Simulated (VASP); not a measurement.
# LiF (Fm-3m) in VASP: settings compared

Aim: see how the results for LiF move with the level of theory and the settings. Levels: PBE, r2SCAN. Tasks: single point.

All numbers are computed with VASP 6.6.1; they aren't measurements. Logs are shortened: lines on timing, memory, paths and dates and some standing lists are left out, and cuts for length are marked.

## (1) The cell of the first run

The structure is cubic, space group Fm-3m (No. 225). Conventional cell: a = 4.199 Å, b = 4.199 Å, c = 4.199 Å, α = 90.00°, β = 90.00°, γ = 90.00°. Within 2.8 Å of Li (site symmetry m-3m) lie 6 F at 2.10 Å. F (site symmetry m-3m) has 6 Li at 2.10 Å within 2.8 Å.

## (2) Single point, PBE

Input file INCAR:

```
PREC = Accurate ; ENCUT = 750
EDIFF = 1E-6 ; ISMEAR = 0
SIGMA = 0.02 ; LREAL = False
LASPH = True ; NELM = 120
ALGO = Normal ; ISIF = 2
LWAVE = False ; LCHARG = True
GGA = PE ; LELF = True
LVHAR = True ; NBANDS = 12
GGA_COMPAT = False
```

Input file KPOINTS:

```
regular mesh
0
Gamma
  10 10 10
```

Input file POSCAR:

```
LiF
1.0
    0.0000000000      2.0994439151      2.0994439151
    2.0994439151      0.0000000000      2.0994439151
    2.0994439151      2.0994439151      0.0000000000
Li F
1 1
Direct
    0.0000000000      0.0000000000      0.0000000000
    0.5000000000      0.5000000000      0.5000000000
```

Potentials or basis: VASP PAW PBE potentials, release 64 (Li_sv, F).

Command:

```bash
$ cat potpaw_PBE.64/Li_sv/POTCAR potpaw_PBE.64/F/POTCAR > POTCAR
$ mpirun -np 1 vasp_std > vasp.out
```

OUTCAR:

```text
PREC = Accurate
   ENCUT = 750
   EDIFF = 1E-6
   ISMEAR = 0
   LREAL = False
   LASPH = True
   NELM = 120
   ISIF = 2
   GGA = PE

 ion  position               nearest neighbor table
   1  0.000  0.000  0.000-   2 2.10   2 2.10   2 2.10   2 2.10   2 2.10   2 2.10
   2  0.500  0.500  0.500-   1 2.10   1 2.10   1 2.10   1 2.10   1 2.10   1 2.10

  LATTYP: Found a face centered cubic cell.
 ALAT       =     4.1988878302

  Lattice vectors:

 A1 = (   0.0000000000,   2.0994439151,   2.0994439151)
 A2 = (   2.0994439151,   0.0000000000,   2.0994439151)
 A3 = (   2.0994439151,   2.0994439151,   0.0000000000)

Analysis of symmetry for initial positions (statically):
=====================================================================
 Subroutine PRICEL returns:
 Original cell was already a primitive cell.

 Routine SETGRP: Setting up the symmetry group for a
 face centered cubic supercell.

 Subroutine GETGRP returns: Found 48 space group operations
 (whereof 48 operations were pure point group operations)
 out of a pool of 48 trial point group operations.

The static configuration has the point symmetry O_h .

Analysis of symmetry for dynamics (positions and initial velocities):
=====================================================================
 Subroutine PRICEL returns:
 Original cell was already a primitive cell.

 Routine SETGRP: Setting up the symmetry group for a
 face centered cubic supercell.

 Subroutine GETGRP returns: Found 48 space group operations
 (whereof 48 operations were pure point group operations)
 out of a pool of 48 trial point group operations.

The dynamic configuration has the point symmetry O_h .

 Subroutine INISYM returns: Found 48 space group operations
 (whereof 48 operations are pure point group operations),
 and found     1 'primitive' translations

----------------------------------------------------------------------------------------

                                     Primitive cell

  volume of cell :      18.5073

  direct lattice vectors                    reciprocal lattice vectors
     0.000000000  2.099443915  2.099443915    -0.238158303  0.238158303  0.238158303
     2.099443915  0.000000000  2.099443915     0.238158303 -0.238158303  0.238158303
     2.099443915  2.099443915  0.000000000     0.238158303  0.238158303 -0.238158303

  length of vectors
     2.969062058  2.969062058  2.969062058     0.412502281  0.412502281  0.412502281

  position of ions in fractional coordinates (direct lattice)
     0.000000000  0.000000000  0.000000000
     0.500000000  0.500000000  0.500000000

  ion indices of the primitive-cell ions
   primitive index   ion index
                 1           1
                 2           2

----------------------------------------------------------------------------------------

 KPOINTS: regular mesh

Automatic generation of k-mesh.
 Grid dimensions read from file:
 generate k-points for:   10   10   10

 Generating k-lattice:

  Cartesian coordinates                     Fractional coordinates (reciprocal lattice)
    -0.023815830  0.023815830  0.023815830     0.100000000  0.000000000  0.000000000
     0.023815830 -0.023815830  0.023815830     0.000000000  0.100000000  0.000000000
     0.023815830  0.023815830 -0.023815830     0.000000000  0.000000000  0.100000000

  Length of vectors
     0.041250228  0.041250228  0.041250228

  Shift w.r.t. Gamma in fractional coordinates (k-lattice)
     0.000000000  0.000000000  0.000000000

 Subroutine IBZKPT returns following result:
 ===========================================

 Found     47 irreducible k-points:

 Following reciprocal coordinates:
            Coordinates               Weight
  0.000000  0.000000  0.000000      1.000000
  0.100000  0.000000  0.000000      8.000000
  0.200000  0.000000  0.000000      8.000000
  0.300000  0.000000  0.000000      8.000000
  0.400000  0.000000  0.000000      8.000000
  0.500000  0.000000  0.000000      4.000000
[... 16 lines left out ...]
  0.300000  0.300000  0.000000      6.000000
  0.400000  0.300000  0.000000     24.000000
 [... further k-points ...]
   k-points           NKPTS =     47   k-points in BZ     NKDIM =     47   number of bands    NBANDS=     12
   number of dos      NEDOS =    301   number of ions     NIONS =      2
   total plane-waves  NPLWV =  21952
   dimension x,y,z NGX =    28 NGY =   28 NGZ =   28
   dimension x,y,z NGXF=    56 NGYF=   56 NGZF=   56
   ions per type =               1   1
   NGX,Y,Z   is equivalent  to a cutoff of  15.68, 15.68, 15.68 a.u.
   NGXF,Y,Z  is equivalent  to a cutoff of  31.36, 31.36, 31.36 a.u.
 SYSTEM =  unknown system
   PREC   = accura    normal or accurate (medium, high low for compatibility)
   ISTART =      0    job   : 0-new  1-cont  2-samecut
   ICHARG =      2    charge: 1-file 2-atom 10-const
   ISPIN  =      1    spin polarized calculation?
   LNONCOLLINEAR =      F non collinear calculations
   LSORBIT =      F    spin-orbit coupling
   LASPH  =      T    aspherical Exc in radial PAW
   ENCUT  =  750.0 eV  55.12 Ry    7.42 a.u.   6.63  6.63  6.63*2*pi/ulx,y,z
   NELM   =    120;   NELMIN=  2; NELMDL= -5     # of ELM steps
   EDIFF  = 0.1E-05   stopping-criterion for ELM
   LREAL  =      F    real-space projection
   EDIFFG = 0.1E-04   stopping-criterion for IOM
   NSW    =      0    number of steps for IOM
   IBRION =     -1    ionic relax: 0-MD 1-quasi-New 2-CG
   NFREE  =      0    steps in history (QN), initial steepest desc. (CG)
   ISIF   =      2    stress and relaxation
   ISYM   =      2    0-nonsym 1-usesym 2-fastsym
   POTIM  = 0.5000    time-step for ionic-motion
   TEBEG  =    0.0;   TEEND  =   0.0 temperature during run
   PSTRESS=    0.0 pullay stress
   NELECT =      10.0000    total number of electrons
   NUPDOWN=      -1.0000    fix difference up-down
   EMIN   =  10.00;   EMAX   =-10.00  energy-range for DOS
   EFERMI =   0.00;   METHOD = LEGACY
   ISMEAR =     0;   SIGMA  =   0.02  broadening in eV -4-tet -1-fermi 0-gaus
   EFERMI_NEDOS =   21; number of points for ismear=-14 and -15
   IALGO  =     38    algorithm
   IMIX   =      4    mixing-type and parameters
     AMIX     =   0.40;   BMIX     =  1.00
     AMIX_MAG =   1.60;   BMIX_MAG =  1.00
  volume/ion in A,a.u.               =       9.25        62.45
  Fermi-wavevector in a.u.,A,eV,Ry     =   1.333400  2.519761 24.190566  1.777956
  Thomas-Fermi vector in A             =   2.462261
   LORBIT       =      0    0 simple, 1 ext, 2 COOP (PROOUT), +10 PAW based schemes
   GGA     = PE    functional components
   LHFCALC =     F    Hartree Fock is set to
   AEXX    =    0.0000 exact exchange contribution
   IVDW    =     0    specifies the selected vdW correction
   LEPSILON=     F    determine dielectric tensor
   LRPA    =     F    only Hartree local field effects (RPA)
 non-spin polarized calculation
 Gauss-broadening in eV      SIGMA  =   0.02
  energy-cutoff  :      750.00
  volume of cell :       18.51
 maximum number of plane-waves:       889
   NGX = 13   NGY = 13   NGZ = 13

 number of electron      10.0000001 magnetization

 Free energy of the ion-electron system (eV)
  ---------------------------------------------------
  ext. energy  EPLUGINS =         0.00000000
  ---------------------------------------------------
  free energy    TOTEN  =        -9.61342130 eV

  energy without entropy =       -9.61342130  energy(sigma->0) =       -9.61342130

 E-fermi :  -1.4702     XC(G=0):  -9.3919

 val. band max:       -1.7208231747   @ k =   0.0000   0.0000   0.0000
 cond. band min:       6.3330675233   @ k =   0.0000   0.0000   0.0000
 fundamental gap:      8.0538906980
 Fermi energy:        -1.4702282699

 k-point     1 :       0.0000    0.0000    0.0000
  band No.  band energies     occupation
      1     -42.9458      2.00000
      2     -21.3761      2.00000
      3      -1.7208      2.00000
      4      -1.7208      2.00000
      5      -1.7208      2.00000
      6       6.3331      0.00000
      7      20.6418      0.00000
      8      20.6418      0.00000
      9      20.6418      0.00000
     10      21.3929      0.00000
     11      21.3929      0.00000
     12      21.3929      0.00000

 k-point     2 :       0.1000    0.0000    0.0000
  band No.  band energies     occupation
      1     -42.9426      2.00000
      2     -21.3449      2.00000
      3      -1.9730      2.00000
      4      -1.7399      2.00000
      5      -1.7399      2.00000
      6       6.6247      0.00000
      7      18.3737      0.00000
      8      19.6126      0.00000
      9      19.6126      0.00000
     10      22.1538      0.00000
     11      22.2789      0.00000
     12      22.2789      0.00000

 k-point     3 :       0.2000    0.0000    0.0000
  band No.  band energies     occupation
      1     -42.9341      2.00000
      2     -21.2614      2.00000
      3      -2.5715      2.00000
      4      -1.7885      2.00000
      5      -1.7885      2.00000
      6       7.3045      0.00000
      7      16.0167      0.00000
      8      18.2737      0.00000
      9      18.2737      0.00000
     10      22.9919      0.00000
     11      23.5380      0.00000
     12      23.5380      0.00000

 k-point     4 :       0.3000    0.0000    0.0000
  band No.  band energies     occupation
      1     -42.9237      2.00000
      2     -21.1550      2.00000
      3      -3.2260      2.00000
      4      -1.8468      2.00000
      5      -1.8468      2.00000
      6       7.9738      0.00000
      7      14.4628      0.00000
      8      17.1579      0.00000
      9      17.1579      0.00000
     10      24.1749      0.00000
     11      25.0346      0.00000
     12      25.0346      0.00000

 k-point     5 :       0.4000    0.0000    0.0000
  band No.  band energies     occupation
      1     -42.9153      2.00000
      2     -21.0662      2.00000
      3      -3.7087      2.00000
      4      -1.8925      2.00000
      5      -1.8925      2.00000
      6       8.3378      0.00000
      7      13.7499      0.00000
      8      16.4373      0.00000
      9      16.4373      0.00000
     10      25.5603      0.00000
     11      26.5010      0.00000
     12      26.5010      0.00000
[... 228 lines left out ...]
      1     -42.9125      2.00000
      2     -21.0180      2.00000
      3      -3.4364      2.00000
      4      -2.6736      2.00000
      5      -1.9216      2.00000
      6       9.3369      0.00000
      7      13.1981      0.00000
      8      16.2557      0.00000
      9      16.6079      0.00000
     10      25.2755      0.00000
     11      25.7542      0.00000
     12      25.7661      0.00000

 k-point    22 :      -0.2000    0.2000    0.0000
  band No.  band energies     occupation
      1     -42.9203      2.00000
      2     -21.1100      2.00000
      3      -3.1101      2.00000
      4      -2.4324      2.00000
      5      -1.8114      2.00000
      6       8.5887      0.00000
      7      14.0425      0.00000
      8      16.6882      0.00000
      9      17.1514      0.00000
     10      24.1019      0.00000
     11      24.1770      0.00000
     12      26.4286      0.00000

 k-point    23 :       0.3000    0.3000    0.0000
  band No.  band energies     occupation
      1     -42.9173      2.00000
      2     -21.0520      2.00000
      3      -3.3420      2.00000
      4      -2.2689      2.00000
      5      -2.2689      2.00000
      6       9.4131      0.00000
      7      15.5013      0.00000
      8      16.0640      0.00000
      9      17.3441      0.00000
     10      17.3441      0.00000
     11      29.9347      0.00000
     12      30.8483      0.00000

 k-point    24 :       0.4000    0.3000    0.0000
  band No.  band energies     occupation
      1     -42.9109      2.00000
      2     -20.9693      2.00000
      3      -3.6798      2.00000
      4      -2.4441      2.00000
      5      -2.3507      2.00000
      6      10.2437      0.00000
      7      14.2899      0.00000
      8      15.5187      0.00000
      9      17.1007      0.00000
     10      18.1684      0.00000
     11      29.4525      0.00000
     12      31.0362      0.00000

 [... further k-points ...]

------------------------ aborting loop because EDIFF is reached ----------------------------------------

  FORCE on cell =-STRESS in cart. coord.  units (eV):
  Direction    XX          YY          ZZ          XY          YZ          ZX
  --------------------------------------------------------------------------------------
  -------------------------------------------------------------------------------------
  Total       -0.6711174     -0.6711174     -0.6711174      0.0000000      0.0000000      0.0000000
  in kB      -58.0986768    -58.0986768    -58.0986768      0.0000000      0.0000000      0.0000000
  external PRESSURE =     -58.0986768 kB  Pullay stress =       0.0000000 kB

 VOLUME and BASIS-vectors are now :
 -----------------------------------------------------------------------------
  energy-cutoff  :      750.00
  volume of cell :       18.51
      direct lattice vectors                 reciprocal lattice vectors
     0.000000000  2.099443915  2.099443915    -0.238158303  0.238158303  0.238158303
     2.099443915  0.000000000  2.099443915     0.238158303 -0.238158303  0.238158303
     2.099443915  2.099443915  0.000000000     0.238158303  0.238158303 -0.238158303

 POSITION                                       TOTAL-FORCE (eV/Angst)
 -----------------------------------------------------------------------------------
      0.00000      0.00000      0.00000         0.000000      0.000000      0.000000
      2.09944      2.09944      2.09944        -0.000000     -0.000000     -0.000000
 -----------------------------------------------------------------------------------
    total drift:                                0.000000      0.000000      0.000000

  FREE ENERGIE OF THE ION-ELECTRON SYSTEM (eV)
  ---------------------------------------------------
  free  energy   TOTEN  =        -9.6134213008 eV

  energy  without entropy=       -9.6134213008  energy(sigma->0) =       -9.61342130
```

Wall time 28 s (1 thread of Intel Xeon 8259CL, shared host); peak memory 0.16 GiB.

What came out:

- Free energy: -9.6134 eV
- Pressure: -5.8 GPa
- Band gap on the k mesh: 8.05 eV, direct

A k mesh can miss the band edges. Expect the measured gap to be larger: semilocal functionals such as PBE lack the derivative discontinuity.

## (3) Single point, PBE

This run uses another cell than the first one, of 8.42 Å³/atom, 0.909 times its volume.

Input file INCAR:

```
  ALGO = Normal
  EDIFF = 1E-6
  ENCUT = 750
  GGA = PE
  GGA_COMPAT = F
  ISIF = 2
  ISMEAR = 0
  LASPH = T
  LCHARG = F
  LREAL = F
  LWAVE = F
  NBANDS = 12
  NELM = 120
  PREC = Accurate
  SIGMA = 0.01
```

Input file KPOINTS:

```
k-points
0
Gamma
  12 12 12
```

Input file POSCAR:

```
LiF
1.0
    0.0000000000      2.0340121586      2.0340121586
    2.0340121586      0.0000000000      2.0340121586
    2.0340121586      2.0340121586      0.0000000000
Li F
1 1
Direct
    0.0000000000      0.0000000000      0.0000000000
    0.5000000000      0.5000000000      0.5000000000
```

Potentials or basis: VASP PAW PBE potentials, release 64 (Li_sv, F).

Command:

```bash
$ cat potpaw_PBE.64/Li_sv/POTCAR potpaw_PBE.64/F/POTCAR > POTCAR
$ mpirun -np 1 vasp_std > vasp.out
```

Wall time 40 s (1 thread of Intel Xeon 8259CL, shared host); peak memory 0.16 GiB.

The run converged. Its results:

```yaml
Free_energy: -9.6451 eV
Pressure: -0.7 GPa
Band_gap_on_the_k_mesh: 8.82 eV, direct
```

Levels at points of the mesh, in eV from the valence-band top:
```
           k point  band 3  band 4  band 5  band 6  band 7  band 8
(0.00, 0.00, 0.00)    0.00    0.00    0.00    8.82   23.58   23.58
(0.50, 0.00, 0.00)   -2.43   -0.22   -0.22   10.62   16.38   18.66
(0.50, 0.50, 0.00)   -2.88   -0.95   -0.95   14.53   16.34   17.07
```

A k mesh can miss the band edges.

## (4) Single point, r2SCAN

This run uses another cell than the first one, of 8.41 Å³/atom, 0.909 times its volume.

Input file POSCAR:

```
LiF
1.0
    0.0000000000      2.0337928472      2.0337928472
    2.0337928472      0.0000000000      2.0337928472
    2.0337928472      2.0337928472      0.0000000000
Li F
1 1
Direct
    0.0000000000      0.0000000000      0.0000000000
    0.5000000000      0.5000000000      0.5000000000
```

Input file INCAR.step1:

```
PREC = Accurate
ENCUT = 830
ISMEAR = 0
SIGMA = 0.02
LREAL = F
LASPH = T
NELM = 120
NBANDS = 12
GGA = PE
ALGO = Normal
EDIFF = 1E-5
LWAVE = T
LCHARG = F
GGA_COMPAT = F
```

Input file INCAR.step2:

```
PREC = Accurate
ENCUT = 830
EDIFF = 1E-6
ISMEAR = 0
SIGMA = 0.02
LREAL = F
LASPH = T
NELM = 120
ALGO = Normal
ISIF = 2
LWAVE = F
LCHARG = F
METAGGA = R2SCAN
LMIXTAU = T
NBANDS = 12
ISTART = 1
GGA_COMPAT = F
```

Input file KPOINTS:

```
regular mesh
0
Gamma
  10 10 10
```

Command:

```bash
$ cat potpaw_PBE.64/Li_sv/POTCAR potpaw_PBE.64/F/POTCAR > POTCAR
$ cp INCAR.step1 INCAR
$ mpirun -np 1 vasp_std > vasp.out
$ cp INCAR.step2 INCAR
$ mpirun -np 1 vasp_std > vasp.out
```

Wall time 1.7 min (1 thread of Intel Xeon 8259CL, shared host); peak memory 0.16 GiB.

It converged, with:

```yaml
Free_energy: -11.8933 eV
Pressure: -4.6 GPa
Band_gap_on_the_k_mesh: 9.99 eV, direct
```

Levels at points of the mesh, in eV from the valence-band top:
```
           k point  band 1  band 2  band 3  band 4  band 5  band 6  band 7  band 8  band 9  band 10
(0.00, 0.00, 0.00)  -42.11  -21.02    0.00    0.00    0.00    9.99   25.20   25.20   25.20    25.62
(0.50, 0.00, 0.00)  -42.06  -20.62   -2.40   -0.23   -0.23   11.67   17.77   20.18   20.18    31.68
(0.50, 0.50, 0.00)  -42.05  -20.38   -2.88   -0.96   -0.96   15.76   17.31   18.72   21.54    21.54
```

Caveat: the PAW data sets were made with another functional, which shifts forces and pressure a little. r2SCAN opens gaps a little over a GGA but as a rule still falls short of measured ones.

## (5) Summary

| level | cell | k mesh | cutoff (eV) | smearing | gap on the mesh (eV) | pressure (GPa) |
| --- | --- | --- | --- | --- | --- | --- |
| PBE | a = 2.969 Å, angles 60.0°, 2 atoms | 10 × 10 × 10 | 750 | gaussian 0.02 eV | 8.05 | -5.8 |
| PBE | a = 2.877 Å, angles 60.0°, 2 atoms | 12 × 12 × 12 | 750 | gaussian 0.01 eV | 8.82 | -0.7 |
| r2SCAN | a = 2.876 Å, angles 60.0°, 2 atoms | 10 × 10 × 10 | 830 | gaussian 0.02 eV | 9.99 | -4.6 |

Alike in all rows: task single point; potentials or basis VASP PAW PBE potentials, release 64 (Li_sv, F); no spin polarisation.

Caveats: the PAW data sets were made with another functional, which shifts forces and pressure a little (some runs).

Absolute energies hang on the potentials; compare differences alone.
